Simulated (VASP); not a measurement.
CdO, 2 atoms in the cell. It takes space group Fm-3m (No. 225, cubic). Conventional cell: a = 4.610 Å, b = 4.610 Å, c = 4.610 Å, α = 90.00°, β = 90.00°, γ = 90.00°. Cd (site symmetry m-3m) has 6 O at 2.30 Å within 3.0 Å. O (site symmetry m-3m) has 6 Cd at 2.30 Å within 3.0 Å. 

```yaml
Program: VASP 6.6.1
Task: single point
Functional: r2SCAN
Potentials_or_basis: VASP PAW PBE potentials, release 64 (Cd_sv_GW, O)
Cutoff: 770 eV
k_mesh: 8 × 8 × 8
Occupations: fermi-dirac, width 0.02 eV
Spin: no spin polarisation
Dipole_correction: no
Further_INCAR_settings: ALGO = Normal; EDIFF = 1e-06; NBANDS = 20
```

Potentials or basis: VASP PAW PBE potentials, release 64 (Cd_sv_GW, O).

Run with:

```sh
$ cat potpaw_PBE.64/Cd_sv_GW/POTCAR potpaw_PBE.64/O/POTCAR > POTCAR
$ cp INCAR.step1 INCAR
$ mpirun -np 1 vasp_std > vasp.out
$ cp INCAR.step2 INCAR
$ mpirun -np 1 vasp_std > vasp.out
```

Hardware: 1 thread of AMD EPYC 7R13 Processor (Zen 3), with other jobs on the host.

Question: Estimate the wall time of this run.

Answer: Wall time 84 s on 1 thread of AMD EPYC 7R13 Processor (Zen 3), on a shared host, peak memory 0.17 GiB. Counts: k points 29.
